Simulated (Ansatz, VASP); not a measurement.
## One calculation of TaSi2, two programs

File INCAR:

```
SYSTEM = TaSi2
ALGO = Normal ; EDIFF = 1E-6
ENCUT = 520 ; GGA = PE
ISIF = 2 ; ISMEAR = 0
LASPH = .True. ; LCHARG = .False.
LREAL = Auto ; LWAVE = .False.
NBANDS = 72 ; NELM = 60
PREC = Accurate ; SIGMA = 0.15
```

Contents of KPOINTS:

```
k-points
0
Gamma
  9 9 3
  0 0 0
```

POSCAR

```
TaSi2
1.0
   -4.8057071671      0.0000000000      0.0000000000
   -2.4028535835     -4.1618644899      0.0000000000
    0.0000000000      0.0000000000     15.1946946197
Ta Si
6 12
Direct
    0.5000000000      1.0000000000      0.0723790655
    0.5000000000      1.0000000000      0.5065666207
    0.0000000000      0.5000000000      0.2171082505
    0.0000000000      0.5000000000      0.6512958058
    0.5000000000      0.5000000000      0.7960249909
    0.5000000000      0.5000000000      0.3618374356
    0.1589210529      0.6821578943      0.0723790655
    0.1589210529      0.6821578943      0.5065666207
    0.3178421057      0.8410789471      0.2171082505
    0.3178421057      0.8410789471      0.6512958058
    0.1589210529      0.1589210529      0.7960249909
    0.1589210529      0.1589210529      0.3618374356
    0.8410789471      0.3178421057      0.0723790655
    0.8410789471      0.3178421057      0.5065666207
    0.6821578943      0.1589210529      0.2171082505
    0.6821578943      0.1589210529      0.6512958058
    0.8410789471      0.8410789471      0.7960249909
    0.8410789471      0.8410789471      0.3618374356
```

Input for Ansatz:

```yaml
crystal:
  lattice:
    - [-4.8057071671, 0.0, 0.0]
    - [-2.4028535835, -4.1618644899, 0.0]
    - [0.0, 0.0, 15.1946946197]
  atoms:
    - { symbol: Ta, position: [0.5, 1.0, 0.0723790655] }
    - { symbol: Ta, position: [0.5, 1.0, 0.5065666207] }
    - { symbol: Ta, position: [0.0, 0.5, 0.2171082505] }
    - { symbol: Ta, position: [0.0, 0.5, 0.6512958058] }
    - { symbol: Ta, position: [0.5, 0.5, 0.7960249909] }
    - { symbol: Ta, position: [0.5, 0.5, 0.3618374356] }
    - { symbol: Si, position: [0.1589210529, 0.6821578943, 0.0723790655] }
    - { symbol: Si, position: [0.1589210529, 0.6821578943, 0.5065666207] }
    - { symbol: Si, position: [0.3178421057, 0.8410789471, 0.2171082505] }
    - { symbol: Si, position: [0.3178421057, 0.8410789471, 0.6512958058] }
    - { symbol: Si, position: [0.1589210529, 0.1589210529, 0.7960249909] }
    - { symbol: Si, position: [0.1589210529, 0.1589210529, 0.3618374356] }
    - { symbol: Si, position: [0.8410789471, 0.3178421057, 0.0723790655] }
    - { symbol: Si, position: [0.8410789471, 0.3178421057, 0.5065666207] }
    - { symbol: Si, position: [0.6821578943, 0.1589210529, 0.2171082505] }
    - { symbol: Si, position: [0.6821578943, 0.1589210529, 0.6512958058] }
    - { symbol: Si, position: [0.8410789471, 0.8410789471, 0.7960249909] }
    - { symbol: Si, position: [0.8410789471, 0.8410789471, 0.3618374356] }
basis:
  ecutwfc: 420
kpoints:
  mp_grid: { grid: [9, 9, 3] }
hamiltonian:
  xc: pbe
scf:
  occupations: { method: gaussian, width: 0.15 }
output:
  forces: true
  stress: true
  eigenvalues: true
  write_density: true
  write_potential: true
  elf: true
  volumetric_format: npy
```

Alike in both runs: task single point; functional PBE; k mesh 9 × 9 × 3; occupations gaussian, width 0.15 eV; no spin polarisation.

|  | VASP | Ansatz |
| --- | --- | --- |
| version | VASP 6.6.1 | Ansatz 0.2.0 |
| potentials or method | VASP PAW PBE potentials, release 64 (Ta_pv, Si), cutoff 520 eV | scalar-relativistic, plane waves, PAW |
| valence electrons in the cell | 114 | 126 |

Ansatz gave:

| Item | Value |
| --- | --- |
| gap on the k mesh at the Fermi level (eV) | none |
| pressure (GPa) | -3.4 |
| traceless stress, the component that is largest in VASP (GPa) | 1.62 |
| rms of the force components (eV/Å) | 0.285 |

Task: Which values does VASP return?

Result: gap on the k mesh at the Fermi level (eV): none; pressure (GPa): -3.3; traceless stress, the component that is largest in VASP (GPa): 1.61; rms of the force components (eV/Å): 0.285.

Atom by atom the forces differ by 0.003 eV/Å (rms over components). A gap of «none» marks a metal or a gap that the smearing closes. The functional is the same, so the differences come from potentials, cutoffs and numerics. VASP's potentials hold 114 valence electrons a cell and Ansatz's 126, so a difference there can come from the potentials and not from the codes.

Neither program's run includes spin-orbit coupling.
